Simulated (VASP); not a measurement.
NaH: single point with r2SCAN

Crystal: NaH.

```
Na H
1.0
     3.02447    0.00000    0.00000
     0.00000    3.02447    0.00000
     0.00000    0.00000    2.96049
Na H
1 1
Direct
  0.00000 0.00000 0.00000
  0.50000 0.50000 0.50000
```

This cell differs from its parent crystal: epitaxial xy strain +3.1%.

```json
{
  "Program": "VASP 6.6.1",
  "Task": "single point",
  "Functional": "r2SCAN",
  "Potentials or basis": "VASP PAW PBE potentials, release 64 (Na_pv, H)",
  "Cutoff": "520 eV",
  "k mesh": "8 × 8 × 8",
  "Occupations": "gaussian, width 0.01 eV",
  "Spin": "no spin polarisation",
  "Dipole correction": "no",
  "Further INCAR settings": "ALGO = Normal; EDIFF = 1e-07; NBANDS = 11"
}
```

```
Pressure               : -1.9 GPa
Band gap on the k mesh : 1.53 eV (least direct gap 4.93 eV)
```

Stress tensor (GPa, compression positive):
```
-2.62  0.00  0.00
 0.00 -2.62  0.00
 0.00  0.00 -0.32
```

Levels at points of the mesh, in eV from the valence-band top:
```tsv
k point	band 2	band 3	band 4	band 5	band 6	band 7
(0.00, 0.00, 0.00)	-25.48	-25.48	-5.73	9.24	11.21	11.61
(0.50, 0.00, 0.00)	-25.47	-25.47	-3.40	1.53	11.57	14.49
(0.50, 0.50, 0.00)	-25.59	-25.46	-1.80	4.61	4.61	7.38
(0.00, 0.00, 0.50)	-25.47	-25.47	-3.26	1.73	11.41	14.48
(0.50, 0.00, 0.50)	-25.59	-25.45	-1.68	4.76	4.81	7.58
(0.50, 0.50, 0.50)	-25.57	-25.57	0.00	7.18	7.18	7.27
```

It took 40 s on 1 thread of Intel(R) Xeon(R) Platinum 8259CL CPU @ 2.50GHz (Skylake/Cascade Lake) (shared host), peak memory 0.15 GiB.

Caveat: the cell differs from its parent crystal (epitaxial xy strain +3.1%); the PAW data sets were made with another functional, which shifts forces and pressure a little. A k mesh can miss the band edges.
